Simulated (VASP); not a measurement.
# Ta2H (C222) in VASP: single point with PBEsol

Aim: the single point of Ta2H with PBEsol.

Program: VASP 6.6.1. These are calculated values, not measurements. Logs are shortened: lines on timing, memory, paths and dates and some standing lists are left out, and cuts for length are marked.

## Step 1: The cell of the first run

The structure is orthorhombic, space group C222 (No. 21). The conventional cell has a = 3.378 Å, b = 4.734 Å, c = 4.755 Å, α = 90.00°, β = 90.00°, γ = 90.00°. H (site symmetry 222) has 4 Ta at 1.92 Å within 2.5 Å. Within 2.5 Å of Ta (site symmetry 2) lie 2 H at 1.92 Å.

## Step 2: Single point, PBEsol

The input, INCAR:

```
SYSTEM = Ta2H
PREC = Accurate
ENCUT = 520
EDIFF = 1E-6
ISMEAR = 0
SIGMA = 0.05
LREAL = .FALSE.
LASPH = .TRUE.
NELM = 60
ALGO = Normal
ISIF = 2
LWAVE = .FALSE.
LCHARG = .FALSE.
GGA = PS
NBANDS = 18
```

The input, KPOINTS:

```
Automatic mesh
0
G
  12 12 8
  0 0 0
```

The input, POSCAR:

```
Ta2H
1.0
    1.6890868620     -2.3672035445      0.0000000000
    1.6890868620      2.3672035445      0.0000000000
    0.0000000000      0.0000000000      4.7546042987
H Ta
1 2
Direct
    0.0000000000      0.0000000000      0.0000000000
    0.0000000000      0.5000000000      0.2645968382
    0.5000000000      0.0000000000      0.7354031618
```

Potentials or basis: VASP PAW PBE potentials, release 64 (H, Ta_pv).

The run is started by

```
> cat potpaw_PBE.64/H/POTCAR potpaw_PBE.64/Ta_pv/POTCAR > POTCAR
> mpirun -np 1 vasp_std > vasp.out
```

OUTCAR:

```text
SYSTEM = Ta2H
   PREC = Accurate
   ENCUT = 520
   EDIFF = 1E-6
   ISMEAR = 0
   LREAL = .FALSE.
   LASPH = .TRUE.
   NELM = 60
   ISIF = 2
   GGA = PS

 ion  position               nearest neighbor table
   1  0.000  0.000  0.000-   2 1.92   3 1.92   2 1.92   3 1.92
   2  0.000  0.500  0.265-   1 1.92   1 1.92   3 2.80   3 2.80   3 3.03   3 3.03   3 3.26   3 3.26
                             3 3.45   3 3.45
   3  0.500  0.000  0.735-   1 1.92   1 1.92   2 2.80   2 2.80   2 3.03   2 3.03   2 3.26   2 3.26
                             2 3.45   2 3.45

  LATTYP: Found a base centered orthorhombic cell.
 ALAT       =     3.3781737240
 B/A-ratio  =     1.4014693961
 C/A-ratio  =     1.4074481324

  Lattice vectors:

 A1 = (   1.6890868620,  -2.3672035445,   0.0000000000)
 A2 = (   1.6890868620,   2.3672035445,   0.0000000000)
 A3 = (   0.0000000000,   0.0000000000,   4.7546042987)

Analysis of symmetry for initial positions (statically):
=====================================================================
 Subroutine PRICEL returns:
 Original cell was already a primitive cell.

 Routine SETGRP: Setting up the symmetry group for a
 base centered orthorhombic supercell.

 Subroutine GETGRP returns: Found  4 space group operations
 (whereof  4 operations were pure point group operations)
 out of a pool of  8 trial point group operations.

The static configuration has the point symmetry D_2 .

Analysis of symmetry for dynamics (positions and initial velocities):
=====================================================================
 Subroutine PRICEL returns:
 Original cell was already a primitive cell.

 Routine SETGRP: Setting up the symmetry group for a
 base centered orthorhombic supercell.

 Subroutine GETGRP returns: Found  4 space group operations
 (whereof  4 operations were pure point group operations)
 out of a pool of  8 trial point group operations.

The dynamic configuration has the point symmetry D_2 .

 Subroutine INISYM returns: Found  4 space group operations
 (whereof  4 operations are pure point group operations),
 and found     1 'primitive' translations

----------------------------------------------------------------------------------------

                                     Primitive cell

  volume of cell :      38.0217

  direct lattice vectors                    reciprocal lattice vectors
     1.689086862 -2.367203545  0.000000000     0.296017932 -0.211219690  0.000000000
     1.689086862  2.367203545  0.000000000     0.296017932  0.211219690  0.000000000
     0.000000000  0.000000000  4.754604299     0.000000000  0.000000000  0.210322445

  length of vectors
     2.908034912  2.908034912  4.754604299     0.363648696  0.363648696  0.210322445

  position of ions in fractional coordinates (direct lattice)
     0.000000000  0.000000000  0.000000000
     0.000000000  0.500000000  0.264596838
     0.500000000  0.000000000  0.735403162

  ion indices of the primitive-cell ions
   primitive index   ion index
                 1           1
                 2           2
                 3           3

----------------------------------------------------------------------------------------

 KPOINTS: Automatic mesh

Automatic generation of k-mesh.
 Grid dimensions read from file:
 generate k-points for:   12   12    8

 Generating k-lattice:

  Cartesian coordinates                     Fractional coordinates (reciprocal lattice)
     0.024668161 -0.017601641  0.000000000     0.083333333 -0.000000000  0.000000000
     0.024668161  0.017601641  0.000000000    -0.000000000  0.083333333  0.000000000
     0.000000000  0.000000000  0.026290306     0.000000000  0.000000000  0.125000000

  Length of vectors
     0.030304058  0.030304058  0.026290306

  Shift w.r.t. Gamma in fractional coordinates (k-lattice)
     0.000000000  0.000000000  0.000000000

 Subroutine IBZKPT returns following result:
 ===========================================

 Found    215 irreducible k-points:

 Following reciprocal coordinates:
            Coordinates               Weight
  0.000000  0.000000  0.000000      1.000000
  0.083333  0.000000  0.000000      4.000000
  0.166667  0.000000  0.000000      4.000000
  0.250000  0.000000  0.000000      4.000000
  0.333333  0.000000  0.000000      4.000000
  0.416667  0.000000  0.000000      4.000000
[... 16 lines left out ...]
  0.500000  0.166667  0.000000      4.000000
 -0.416667  0.166667  0.000000      4.000000
 [... further k-points ...]
   k-points           NKPTS =    215   k-points in BZ     NKDIM =    215   number of bands    NBANDS=     18
   number of dos      NEDOS =    301   number of ions     NIONS =      3
   total plane-waves  NPLWV =  20736
   dimension x,y,z NGX =    24 NGY =   24 NGZ =   36
   dimension x,y,z NGXF=    48 NGYF=   48 NGZF=   72
   ions per type =               1   2
   NGX,Y,Z   is equivalent  to a cutoff of  13.72, 13.72, 12.59 a.u.
   NGXF,Y,Z  is equivalent  to a cutoff of  27.44, 27.44, 25.17 a.u.
 SYSTEM =  Ta2H
   PREC   = accura    normal or accurate (medium, high low for compatibility)
   ISTART =      0    job   : 0-new  1-cont  2-samecut
   ICHARG =      2    charge: 1-file 2-atom 10-const
   ISPIN  =      1    spin polarized calculation?
   LNONCOLLINEAR =      F non collinear calculations
   LSORBIT =      F    spin-orbit coupling
   LASPH  =      T    aspherical Exc in radial PAW
   ENCUT  =  520.0 eV  38.22 Ry    6.18 a.u.   5.41  5.41  8.84*2*pi/ulx,y,z
   NELM   =     60;   NELMIN=  2; NELMDL= -5     # of ELM steps
   EDIFF  = 0.1E-05   stopping-criterion for ELM
   LREAL  =      F    real-space projection
   EDIFFG = 0.1E-04   stopping-criterion for IOM
   NSW    =      0    number of steps for IOM
   IBRION =     -1    ionic relax: 0-MD 1-quasi-New 2-CG
   NFREE  =      0    steps in history (QN), initial steepest desc. (CG)
   ISIF   =      2    stress and relaxation
   ISYM   =      2    0-nonsym 1-usesym 2-fastsym
   POTIM  = 0.5000    time-step for ionic-motion
   TEBEG  =    0.0;   TEEND  =   0.0 temperature during run
   PSTRESS=    0.0 pullay stress
   NELECT =      23.0000    total number of electrons
   NUPDOWN=      -1.0000    fix difference up-down
   EMIN   =  10.00;   EMAX   =-10.00  energy-range for DOS
   EFERMI =   0.00;   METHOD = LEGACY
   ISMEAR =     0;   SIGMA  =   0.05  broadening in eV -4-tet -1-fermi 0-gaus
   EFERMI_NEDOS =   21; number of points for ismear=-14 and -15
   IALGO  =     38    algorithm
   IMIX   =      4    mixing-type and parameters
     AMIX     =   0.40;   BMIX     =  1.00
     AMIX_MAG =   1.60;   BMIX_MAG =  1.00
  volume/ion in A,a.u.               =      12.67        85.53
  Fermi-wavevector in a.u.,A,eV,Ry     =   1.384544  2.616409 26.081856  1.916962
  Thomas-Fermi vector in A             =   2.509038
   LORBIT       =      0    0 simple, 1 ext, 2 COOP (PROOUT), +10 PAW based schemes
   GGA     = PS    functional components
   LHFCALC =     F    Hartree Fock is set to
   AEXX    =    0.0000 exact exchange contribution
   IVDW    =     0    specifies the selected vdW correction
   LEPSILON=     F    determine dielectric tensor
   LRPA    =     F    only Hartree local field effects (RPA)
 non-spin polarized calculation
 Gauss-broadening in eV      SIGMA  =   0.05
  energy-cutoff  :      520.00
  volume of cell :       38.02
 maximum number of plane-waves:      1049
 NGX is ok and might be reduce to    24
   NGX = 11   NGY = 11   NGZ = 17

 number of electron      22.9999997 magnetization

 Free energy of the ion-electron system (eV)
  ---------------------------------------------------
  ext. energy  EPLUGINS =         0.00000000
  ---------------------------------------------------
  free energy    TOTEN  =       -28.96484061 eV

  energy without entropy =      -28.96315783  energy(sigma->0) =      -28.96399922

 E-fermi :   5.4113     XC(G=0): -12.7072

 val. band max:        5.4075633043   @ k =   0.2500   0.1667   0.1250
 cond. band min:       5.4235180701   @ k =   0.1667   0.1667   0.1250
 fundamental gap:      0.0159547658
 Fermi energy:         5.4112944706

 k-point     1 :       0.0000    0.0000    0.0000
  band No.  band energies     occupation
      1     -28.9899      2.00000
      2     -28.2418      2.00000
      3     -27.9314      2.00000
      4     -27.9288      2.00000
      5     -27.9052      2.00000
      6     -27.8658      2.00000
[... 10 lines left out ...]
     17       9.6691      0.00000
     18      12.5357      0.00000

 k-point     2 :       0.0833    0.0000    0.0000
  band No.  band energies     occupation
      1     -28.9674      2.00000
      2     -28.2657      2.00000
      3     -27.9662      2.00000
      4     -27.9450      2.00000
      5     -27.9332      2.00000
      6     -27.8841      2.00000
[... 10 lines left out ...]
     17       9.8606      0.00000
     18      12.6119      0.00000

 k-point     3 :       0.1667    0.0000    0.0000
  band No.  band energies     occupation
      1     -28.9027      2.00000
      2     -28.3494      2.00000
      3     -28.1037      2.00000
      4     -28.0035      2.00000
      5     -27.9653      2.00000
      6     -27.9019      2.00000
[... 10 lines left out ...]
     17      10.0020      0.00000
     18      13.0091      0.00000

 k-point     4 :       0.2500    0.0000    0.0000
  band No.  band energies     occupation
      1     -28.8049      2.00000
      2     -28.4926      2.00000
      3     -28.3010      2.00000
      4     -28.0555      2.00000
      5     -28.0036      2.00000
      6     -27.9202      2.00000
[... 375 lines left out ...]
      4     -28.3008      2.00000
      5     -28.1745      2.00000
      6     -28.1141      2.00000
[... 10 lines left out ...]
     17      11.1935      0.00000
     18      13.4317      0.00000

 k-point    23 :       0.5000    0.1667    0.0000
  band No.  band energies     occupation
      1     -28.7891      2.00000
      2     -28.7055      2.00000
      3     -28.5260      2.00000
      4     -28.2087      2.00000
      5     -28.1383      2.00000
      6     -28.0886      2.00000
[... 10 lines left out ...]
     17      12.6831      0.00000
     18      13.1795      0.00000

 k-point    24 :      -0.4167    0.1667    0.0000
  band No.  band energies     occupation
      1     -28.7372      2.00000
      2     -28.6886      2.00000
      3     -28.5969      2.00000
      4     -28.1794      2.00000
      5     -28.0680      2.00000
      6     -28.0444      2.00000
[... 10 lines left out ...]
     17      11.0491      0.00000
     18      13.4723      0.00000

 [... further k-points ...]
[... 5 lines left out ...]
  --------------------------------------------------------------------------------------
  -------------------------------------------------------------------------------------
  Total        0.0270296      0.0386179      0.0449129      0.0000000      0.0000000      0.0000000
  in kB        1.1389856      1.6272970      1.8925601      0.0000000      0.0000000      0.0000000
  external PRESSURE =       1.5529476 kB  Pullay stress =       0.0000000 kB

 VOLUME and BASIS-vectors are now :
 -----------------------------------------------------------------------------
  energy-cutoff  :      520.00
  volume of cell :       38.02
      direct lattice vectors                 reciprocal lattice vectors
     1.689086862 -2.367203545  0.000000000     0.296017932 -0.211219690  0.000000000
     1.689086862  2.367203545  0.000000000     0.296017932  0.211219690  0.000000000
     0.000000000  0.000000000  4.754604299     0.000000000  0.000000000  0.210322445

 POSITION                                       TOTAL-FORCE (eV/Angst)
 -----------------------------------------------------------------------------------
      0.00000      0.00000      0.00000         0.000000     -0.000000      0.000000
      0.84454      1.18360      1.25805         0.000000      0.000000      0.015361
      0.84454     -1.18360      3.49655        -0.000000     -0.000000     -0.015361
 -----------------------------------------------------------------------------------
    total drift:                                0.000000     -0.000000     -0.000000

  FREE ENERGIE OF THE ION-ELECTRON SYSTEM (eV)
  ---------------------------------------------------
  free  energy   TOTEN  =       -28.9648406057 eV

  energy  without entropy=      -28.9631578277  energy(sigma->0) =      -28.96399922
```

Run time: 2.1 min. Hardware: 1 thread of AMD EPYC 7R43 (Zen 3), shared host; peak memory 0.22 GiB.

What came out:

```
Free energy            : -28.9648 eV
Pressure               : 0.2 GPa
Largest force          : 0.015 eV/Å
Band gap on the k mesh : zero (an odd number of electrons rules out a gap without spin polarisation)
```

Forces on the atoms (eV/Å):
```
H    0.000  0.000  0.000
Ta   0.000  0.000  0.015
Ta   0.000  0.000 -0.015
```

Caveat: the PAW data sets were made with another functional, which shifts forces and pressure a little; spin-orbit coupling is left out, which moves the levels of the heavy elements.
